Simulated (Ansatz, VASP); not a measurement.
## MgO in VASP and in Ansatz

The input INCAR:

```
PREC = Accurate ; ENCUT = 520
EDIFF = 1E-6 ; ISMEAR = 0
SIGMA = 0.02 ; LREAL = F
LASPH = T ; NELM = 80
ALGO = Normal ; ISIF = 2
LWAVE = F ; LCHARG = T
LELF = T ; LVHAR = T
NBANDS = 11
```

KPOINTS

```
Automatic mesh
0
Gamma
  12 12 8
```

Contents of POSCAR:

```
MgO
1.0
    2.9380210000      0.0000000000      0.0000000000
   -1.4690100000      2.5444010000      0.0000000000
    0.0000000000      0.0000000000      2.6796800000
Mg O
1 1
Direct
    0.0000000000      0.0000000000      0.0000000000
    0.3333333333      0.6666666667      0.5000000000
```

Input for Ansatz:

```yaml
crystal:
  lattice:
    - [2.938021, 0.0, 0.0]
    - [-1.46901, 2.544401, 0.0]
    - [0.0, 0.0, 2.67968]
  atoms:
    - { symbol: Mg, position: [0.0, 0.0, 0.0] }
    - { symbol: O, position: [0.3333333333333333, 0.6666666666666666, 0.5] }
basis:
  ecutwfc: 510.0
kpoints:
  mp_grid:
    grid: [12, 12, 8]
hamiltonian:
  xc: lda
scf:
  occupations:
    method: gaussian
    width: 0.02
output:
  stress: true
```

Alike in both runs: task single point; functional LDA; k mesh 12 × 12 × 8; occupations gaussian, width 0.02 eV; no spin polarisation.

|  | VASP | Ansatz |
| --- | --- | --- |
| version | VASP 6.6.1 | Ansatz 0.2.0 |
| potentials or method | VASP PAW LDA potentials, release 64 (Mg, O), cutoff 520 eV | plane waves, PAW |
| valence electrons in the cell | 8 | 16 |

VASP gave:

* pressure (GPa): -11.0
* traceless stress, the component that is largest in VASP (GPa): -1.06

**Question.** Which values does Ansatz return?

**Answer.** Pressure (GPa): -9.3; traceless stress, the component that is largest in VASP (GPa): -0.87.

LDA's correlation is that of Perdew and Zunger in VASP and of Perdew and Wang (1992) in Ansatz. VASP's potentials hold 8 valence electrons a cell and Ansatz's 16, so a difference there can come from the potentials and not from the codes.
